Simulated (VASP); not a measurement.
Runs of VASP 6.6.1 on TiB. The structure is that of space group F-43m (No. 216), or close to it. The cells are those of the table. 

```tsv
task	cell	k mesh	cutoff (eV)	gap on the mesh (eV)	pressure (GPa)
single point	a = 3.499 Å, angles 60.0°, 2 atoms	8 × 8 × 8	520	none	0.6
single point	a = 2.971 Å, angles 60.0°, 2 atoms	8 × 8 × 8	520	none	(a)
relaxation of cell and atoms	relaxed from a = 3.499 Å, angles 60.0°, 2 atoms	14 × 14 × 14	600	none	0.0
single point	a = 3.503 Å, angles 60.0°, 2 atoms	14 × 14 × 14	520	none	0.3
```

Alike in all rows: level r2SCAN; potentials or basis VASP PAW PBE potentials, release 64 (Ti_sv, B); no spin polarisation; smearing gaussian 0.1 eV.

Problem. Fill in the values left out.

Solution. (a) 122.0.

Caveats: the PAW data sets were made with another functional, which shifts forces and pressure a little.

A gap of «none» marks levels without a gap at the run's occupations.
